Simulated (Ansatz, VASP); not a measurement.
MgCd3O4 in VASP and in Ansatz

File INCAR:

```
SYSTEM = MgCd3O4
PREC = Accurate
ENCUT = 520
EDIFF = 1E-6
ISMEAR = 0
SIGMA = 0.1
LREAL = .False.
LASPH = .True.
NELM = 150
ALGO = Normal
ISIF = 2
LWAVE = .False.
LCHARG = .True.
ISPIN = 2
MAGMOM = 0 0 0 0 1 1 1 1
LORBIT = 11
GGA = PE
LELF = .True.
LVHAR = .True.
NBANDS = 45
```

File KPOINTS:

```
regular mesh
0
Gamma
  4 4 6
  0 0 0
```

POSCAR

```
MgCd3O4
1.0
    3.3001728000     -4.6678028000      0.0000000000
    3.3001728000      4.6678028000      0.0000000000
    0.0000000000      0.0000000000      3.2862608000
Mg Cd O
1 3 4
Direct
    0.5000000000      0.5000000000      0.5000000000
    0.0000000000      0.5000000000      0.0000000000
    0.0000000000      0.0000000000      0.5000000000
    0.5000000000      0.0000000000      0.0000000000
    0.7316240000      0.7316240000      0.0000000000
    0.7359300000      0.2640700000      0.5000000000
    0.2640700000      0.7359300000      0.5000000000
    0.2683760000      0.2683760000      0.0000000000
```

Input for Ansatz:

```yaml
crystal:
  lattice:
    - [3.3001728, -4.6678028, 0.0]
    - [3.3001728, 4.6678028, 0.0]
    - [0.0, 0.0, 3.2862608]
  atoms:
    - { symbol: Mg, position: [0.5, 0.5, 0.5] }
    - { symbol: Cd, position: [0.0, 0.5, 0.0] }
    - { symbol: Cd, position: [0.0, 0.0, 0.5] }
    - { symbol: Cd, position: [0.5, 0.0, 0.0] }
    - { symbol: O, position: [0.731624, 0.731624, 0.0], spin: 1.0 }
    - { symbol: O, position: [0.73593, 0.26407, 0.5], spin: 1.0 }
    - { symbol: O, position: [0.26407, 0.73593, 0.5], spin: 1.0 }
    - { symbol: O, position: [0.268376, 0.268376, 0.0], spin: 1.0 }
basis:
  ecutwfc: 420
kpoints:
  mp_grid: { grid: [4, 4, 6] }
hamiltonian:
  xc: pbe
scf:
  occupations: { method: gaussian, width: 0.1 }
  lower_state_search: "off"
output:
  forces: true
  stress: true
  eigenvalues: true
  populations: true
magnetization:
  spin_polarized: true
```

Alike in both runs: task single point; functional PBE; k mesh 4 × 4 × 6; occupations gaussian, width 0.1 eV; collinear spin.

|  | VASP | Ansatz |
| --- | --- | --- |
| version | VASP 6.6.1 | Ansatz 0.2.0 |
| potentials or method | VASP PAW PBE potentials, release 64 (Mg, Cd, O), cutoff 520 eV | scalar-relativistic, plane waves, PAW |
| valence electrons in the cell | 62 | 94 |

VASP gave:

| Property | Result |
| --- | --- |
| gap on the k mesh at the Fermi level (eV) | none |
| pressure (GPa) | 1.0 |
| traceless stress, the component that is largest in VASP (GPa) | -0.05 |
| rms of the force components (eV/Å) | 0.028 |
| net moment per atom (μB) | 0.00 |

What did Ansatz give for the same quantities?

gap on the k mesh at the Fermi level (eV): none; pressure (GPa): 0.0; traceless stress, the component that is largest in VASP (GPa): 0.00; rms of the force components (eV/Å): 0.001; net moment per atom (μB): 0.00.

Atom by atom the forces differ by 0.027 eV/Å (rms over components). A gap of «none» marks a metal or a gap that the smearing closes. VASP's potentials hold 62 valence electrons a cell and Ansatz's 94, so a difference there can come from the potentials and not from the codes. Ansatz's warnings: seeded moment not kept.
